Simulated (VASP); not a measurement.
Input of a VASP 6.6.1 run:

INCAR

```
  PREC = Accurate
  ENCUT = 1300
  EDIFF = 1E-6
  ISMEAR = 0
  SIGMA = 0.05
  LREAL = F
  LASPH = T
  NELM = 120
  ALGO = Normal
  ISIF = 2
  LWAVE = F
  LCHARG = T
  LELF = T
  LVHAR = T
  NBANDS = 11
  GGA_COMPAT = F
```

File KPOINTS:

```
regular mesh
0
Gamma
  12 12 12
```

POSCAR

```
C
1.0
    0.0000000000      1.7834000000      1.7834000000
    1.7834000000      0.0000000000      1.7834000000
    1.7834000000      1.7834000000      0.0000000000
C
2
Direct
    0.5000000000      0.5000000000      0.5000000000
    0.7500000000      0.7500000000      0.7500000000
```

Potentials or basis: VASP PAW LDA potentials, release 64 (C_h).

The run is started by

```console
$ cat potpaw_LDA.64/C_h/POTCAR > POTCAR
$ mpirun -np 1 vasp_std > vasp.out
```

Problem. Estimate the band gap on the k mesh.

Solution. 4.12 eV (least direct gap 5.54 eV).

Problem. Estimate the pressure.

Solution. -12.3 GPa.

Caveat: the cell stands under tension. Expect the measured gap to be larger: semilocal functionals such as LDA lack the derivative discontinuity.
